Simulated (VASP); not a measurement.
Set up this calculation in VASP 6.6.1, as the native input.

```
Task                   : single point
Functional             : PBE
Potentials or basis    : VASP PAW PBE potentials, release 64 (B, As, In_d)
Cutoff                 : 520 eV
k mesh                 : 10 × 10 × 10
Occupations            : fermi-dirac, width 0.02 eV
Spin                   : no spin polarisation
Dipole correction      : no
Further INCAR settings : ALGO = Normal; EDIFF = 1e-06; NBANDS = 26
```

The structure of InB2As3 lies in POSCAR:

```
InB2As3
1.0
   -1.8178759316      1.8178759316      8.2865873009
    1.8178759316     -1.8178759316      8.2865873009
    1.8178759316      1.8178759316     -8.2865873009
B As In
2 3 1
Direct
    0.8205749352      0.8205749352      0.0000000000
    0.1794250648      0.1794250648      0.0000000000
    0.2500000000      0.7500000000      0.5000000000
    0.6110626608      0.1110626608      0.5000000000
    0.8889373392      0.3889373392      0.5000000000
    0.5000000000      0.5000000000      0.0000000000
```

One way to write it, as run:

INCAR

```
SYSTEM = InB2As3
PREC     = Accurate       ! precision mode
ENCUT    = 520            ! plane-wave cutoff, eV
EDIFF    = 1E-6           ! SCF threshold, eV
ISMEAR   = -1             ! smearing method
SIGMA    = 0.02           ! smearing width, eV
LREAL    = .False.        ! projectors in reciprocal space
LASPH    = .True.         ! aspherical terms in the spheres
NELM     = 60             ! most SCF steps
ALGO     = Normal         ! electronic algorithm
ISIF     = 2              ! what is computed and relaxed
LWAVE    = .False.        ! write WAVECAR
LCHARG   = .False.        ! write CHGCAR
GGA      = PE             ! functional
NBANDS   = 26             ! bands
```

KPOINTS

```
Automatic mesh
0
Gamma
  10 10 10
  0 0 0
```

Potentials or basis: VASP PAW PBE potentials, release 64 (B, As, In_d).

Launch:

```console
$ cat potpaw_PBE.64/B/POTCAR potpaw_PBE.64/As/POTCAR potpaw_PBE.64/In_d/POTCAR > POTCAR
$ mpirun -np 1 vasp_std > vasp.out
```

Results of the run:

```
Pressure               : 0.2 GPa
Largest force          : 0.020 eV/Å
Band gap on the k mesh : 0.03 eV
```

Caveat: spin-orbit coupling is left out, which moves the levels of the heavy elements.

Wall time 11 min on 1 thread of Intel(R) Xeon(R) 6975P-C (Granite Rapids) (shared host), peak memory 0.85 GiB.
